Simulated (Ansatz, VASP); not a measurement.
## In in VASP and in Ansatz

POSCAR

```
In
1.0
   -1.6190646052      1.6612415974      2.5247666629
    1.6612415974     -1.6190646052      2.5247666629
    1.5669310712      1.5669310712     -2.4970521319
In
1
Direct
    0.0000000000      0.0000000000      0.0000000000
```

The input INCAR.step1:

```
SYSTEM = In
  PREC = Accurate
  ENCUT = 520
  ISMEAR = 1
  SIGMA = 0.2
  LREAL = .False.
  LASPH = .True.
  NELM = 80
  NBANDS = 12
  GGA = PE
  ALGO = Normal
  EDIFF = 1E-4
  LWAVE = .True.
  LCHARG = .False.
```

The input INCAR.step2:

```
SYSTEM = In
  PREC = Accurate
  ENCUT = 520
  EDIFF = 1E-6
  ISMEAR = 1
  SIGMA = 0.2
  LREAL = .False.
  LASPH = .True.
  NELM = 80
  ALGO = Normal
  ISIF = 2
  LWAVE = .False.
  LCHARG = .False.
  METAGGA = R2SCAN
  LMIXTAU = .True.
  NBANDS = 12
  ISTART = 1
```

Contents of KPOINTS:

```
Automatic mesh
0
Gamma
  11 11 14
  0 0 0
```

Input for Ansatz:

```yaml
crystal:
  lattice:
    - [-1.6190646052, 1.6612415974, 2.5247666629]
    - [1.6612415974, -1.6190646052, 2.5247666629]
    - [1.5669310712, 1.5669310712, -2.4970521319]
  atoms:
    - { symbol: In, position: [0.0, 0.0, 0.0] }
hamiltonian:
  xc: r2scan
  pseudopotentials:
    kind: paw
    azcp:
      In: "pseudopotentials/In.paw.azcp"
basis:
  ecutwfc: 500
  fft_grid_basis: typed
kpoints:
  mp_grid: { grid: [11, 11, 14], shift: [0, 0, 0] }
magnetization:
  spin_polarized: false
scf:
  occupations: { method: methfessel_paxton, width: 0.2 }
  lower_state_search: "off"
output:
  stress: true
  write_density: true
  write_potential: true
  elf: true
  volumetric_format: npy
```

Alike in both runs: task single point; functional r2SCAN; k mesh 11 × 11 × 14; occupations methfessel-paxton of order 1, width 0.2 eV; no spin polarisation.

```csv
,VASP,Ansatz
version,VASP 6.6.1,Ansatz 0.2.0
potentials or method,"VASP PAW PBE potentials, release 64 (In_d), cutoff 520 eV","plane waves (500 eV) with PAW, scalar-relativistic"
valence electrons in the cell,13,13
```

```csv
,VASP,Ansatz,Ansatz less VASP
pressure (GPa),0.1,0.1,-0.02
"traceless stress, the component that is largest in VASP (GPa)",-0.13,-0.13,+0.002
```

VASP's potentials were made for PBE, not for r2SCAN.
